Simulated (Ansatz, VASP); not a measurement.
PbSe in VASP and in Ansatz

The input INCAR:

```
SYSTEM = PbSe
ALGO = Normal
EDIFF = 1E-6
ENCUT = 520
GGA = PS
ISIF = 2
ISMEAR = 0
LASPH = .True.
LCHARG = .False.
LREAL = .False.
LWAVE = .False.
NBANDS = 17
NELM = 80
PREC = Accurate
SIGMA = 0.01
```

File KPOINTS:

```
k-points
0
Gamma
  10 10 10
  0 0 0
```

Contents of POSCAR:

```
PbSe
1.0
    0.0000000000      3.0515521249      3.0515521249
    3.0515521249      0.0000000000      3.0515521249
    3.0515521249      3.0515521249      0.0000000000
Pb Se
1 1
Direct
    0.0000000000      0.0000000000      0.0000000000
    0.5000000000      0.5000000000      0.5000000000
```

Input for Ansatz:

```yaml
crystal:
  lattice:
    - [0.0, 3.0515521252, 3.0515521252]
    - [3.0515521252, 0.0, 3.0515521252]
    - [3.0515521252, 3.0515521252, 0.0]
  atoms:
    - { symbol: Pb, position: [0.0, 0.0, 0.0] }
    - { symbol: Se, position: [0.5, 0.5, 0.5] }
basis:
  ecutwfc: 420
kpoints:
  mp_grid: { grid: [10, 10, 10] }
  band_path: { path: [VBM, CBM], npoints: 2 }
hamiltonian:
  xc: pbesol
scf:
  occupations: { method: gaussian, width: 0.01 }
output:
  forces: true
  stress: true
  eigenvalues: true
```

Alike in both runs: task single point; functional PBEsol; k mesh 10 × 10 × 10; occupations gaussian, width 0.01 eV; no spin polarisation.

```csv
,VASP,Ansatz
version,VASP 6.6.1,Ansatz 0.2.0
potentials or method,"VASP PAW PBE potentials, release 64 (Pb_d, Se), cutoff 520 eV","scalar-relativistic, plane waves, PAW"
valence electrons in the cell,20,30
```

|  | VASP | Ansatz | Ansatz less VASP |
| --- | --- | --- | --- |
| gap on the k mesh at the Fermi level (eV) | 0.17 | 0.17 | -0.003 |
| least direct gap on the mesh (eV) | 0.17 | 0.17 | -0.003 |
| pressure (GPa) | 0.0 | 0.0 | +0.01 |

VASP's potentials were made for PBE, not for PBEsol. VASP's potentials hold 20 valence electrons a cell and Ansatz's 30, so a difference there can come from the potentials and not from the codes.

Spin-orbit coupling is off throughout.
